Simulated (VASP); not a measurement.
A run of VASP 6.6.1 is set up as follows.

Contents of INCAR:

```
SYSTEM = N
  PREC = Accurate
  ENCUT = 600
  EDIFF = 1E-6
  ISMEAR = 0
  SIGMA = 0.02
  LREAL = .FALSE.
  LASPH = .TRUE.
  NELM = 80
  ALGO = Normal
  ISIF = 3
  LWAVE = .FALSE.
  LCHARG = .FALSE.
  GGA = PE
  IVDW = 12
  IBRION = 2
  NSW = 100
  EDIFFG = -0.005
```

File KPOINTS:

```
Automatic mesh
0
G
  4 4 4
  0 0 0
```

Contents of POSCAR:

```
N
1.0
    5.8151017200      0.0000000000      0.0000000000
    0.0000000000      5.8151017200      0.0000000000
    0.0000000000      0.0000000000      5.8151017200
N
8
Direct
    0.0639014400      0.0639014400      0.0639014400
    0.4360985600      0.9360985600      0.5639014400
    0.5639014400      0.4360985600      0.9360985600
    0.9360985600      0.5639014400      0.4360985600
    0.9541388600      0.9541388600      0.9541388600
    0.5458611400      0.0458611400      0.4541388600
    0.4541388600      0.5458611400      0.0458611400
    0.0458611400      0.4541388600      0.5458611400
```

Potentials or basis: VASP PAW PBE potentials, release 64 (N).

Command:

```sh
$ cat potpaw_PBE.64/N/POTCAR > POTCAR
$ mpirun -np 1 vasp_std > vasp.out
```

(1) Predict the relaxed volume.

(2) Predict the space group after relaxing (to 0.05 Å).

(3) What does it give for the band gap on the k mesh?

(4) What does it give for the relaxed cell?

## Answers

(1) 21.26 Å³/atom.

(2) Pa-3 (No. 205).

(3) 7.15 eV, indirect (least direct gap 7.19 eV).

(4) a = 5.540 Å, b = 5.540 Å, c = 5.540 Å, α = 90.00°, β = 90.00°, γ = 90.00°.

Caveat: the standard files for N, O and F lose accuracy on very short bonds.
